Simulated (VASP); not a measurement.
A run of VASP 6.6.1 is set up as follows.

INCAR

```
SYSTEM = Cu4Mo
  ALGO = Normal
  EDIFF = 1E-6
  EDIFFG = -0.04
  ENCUT = 600
  GGA = PE
  IBRION = 2
  ISIF = 3
  ISMEAR = 0
  LASPH = .True.
  LCHARG = .False.
  LREAL = .False.
  LWAVE = .False.
  NELM = 100
  NSW = 90
  PREC = Accurate
  SIGMA = 0.1
```

KPOINTS

```
k-points
0
Gamma
  6 6 6
  0 0 0
```

POSCAR

```
Cu4Mo
1.0
   -2.0677251800      2.0677251800      3.7882357600
    2.0677251800     -2.0677251800      3.7882357600
    2.0677251800      2.0677251800     -3.7882357600
Cu Mo
4 1
Direct
    0.7481527900      0.7481527900      0.0000000000
    0.5000000000      0.0000000000      0.5000000000
    0.0000000000      0.5000000000      0.5000000000
    0.2518472100      0.2518472100      0.0000000000
    0.0000000000      0.0000000000      0.0000000000
```

Potentials or basis: VASP PAW PBE potentials, release 64 (Cu, Mo_sv).

Launch:

```console
$ cat potpaw_PBE.64/Cu/POTCAR potpaw_PBE.64/Mo_sv/POTCAR > POTCAR
$ mpirun -np 1 vasp_std > vasp.out
```

(1) What does it give for the band gap on the k mesh?

(2) What does it give for the relaxed volume?

(3) Predict the relaxed cell.

(4) Estimate the space group after relaxing (to 0.1 Å).

Results:

(1) zero (bands 29 and 30 overlap by 1.16 eV).

(2) 16.18 Å³/atom.

(3) a = 4.919 Å, b = 4.919 Å, c = 4.919 Å, α = 122.39°, β = 122.39°, γ = 85.91°.

(4) I4/mmm (No. 139).

Caveat: the volume moved by over 15 % at a fixed basis, so the end points are rough.
